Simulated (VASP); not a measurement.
Set up this calculation in VASP 6.6.1, as the native input.

```
Task                   : single point
Functional             : r2SCAN
Potentials or basis    : VASP PAW PBE potentials, release 64 (Be, S)
Cutoff                 : 520 eV
k mesh                 : 8 × 8 × 8
Occupations            : gaussian, width 0.01 eV
Spin                   : no spin polarisation
Dipole correction      : no
Further INCAR settings : ALGO = Normal; EDIFF = 1e-06; NBANDS = 11
```

BeS:

```
Be S
1.0
     2.41818    2.41818    0.00000
    -2.41818    2.41818    0.00000
     0.00000    2.41818    2.41818
Be S
1 1
Direct
  0.00000 0.00000 0.00000
  0.75000 0.25000 0.50000
```

The input as run:

POSCAR

```
BeS
1.0
    2.4181789742      2.4181789742      0.0000000000
   -2.4181789742      2.4181789742      0.0000000000
    0.0000000000      2.4181789742      2.4181789742
Be S
1 1
Direct
    0.0000000000      0.0000000000      0.0000000000
    0.7500000000      0.2500000000      0.5000000000
```

INCAR.step1

```
ALGO = Normal
EDIFF = 1E-4
ENCUT = 520
GGA = PE
ISMEAR = 0
LASPH = T
LCHARG = F
LREAL = F
LWAVE = T
NBANDS = 11
NELM = 80
PREC = Accurate
SIGMA = 0.01
```

INCAR.step2

```
ALGO = Normal
EDIFF = 1E-6
ENCUT = 520
ISIF = 2
ISMEAR = 0
ISTART = 1
LASPH = T
LCHARG = F
LMIXTAU = T
LREAL = F
LWAVE = F
METAGGA = R2SCAN
NBANDS = 11
NELM = 80
PREC = Accurate
SIGMA = 0.01
```

KPOINTS

```
k-points
0
Gamma
  8 8 8
```

Potentials or basis: VASP PAW PBE potentials, release 64 (Be, S).

Run with:

```sh
$ cat potpaw_PBE.64/Be/POTCAR potpaw_PBE.64/S/POTCAR > POTCAR
$ cp INCAR.step1 INCAR
$ mpirun -np 1 vasp_std > vasp.out
$ cp INCAR.step2 INCAR
$ mpirun -np 1 vasp_std > vasp.out
```

Results of the run:

| Quantity | Value |
| --- | --- |
| Pressure | 2.3 GPa |
| Band gap on the k mesh | 3.55 eV (least direct gap 6.25 eV) |

Caveat: the PAW data sets were made with another functional, which shifts forces and pressure a little.

Wall time 71 s on 1 thread of Intel Xeon 8259CL (shared host), peak memory 0.16 GiB.
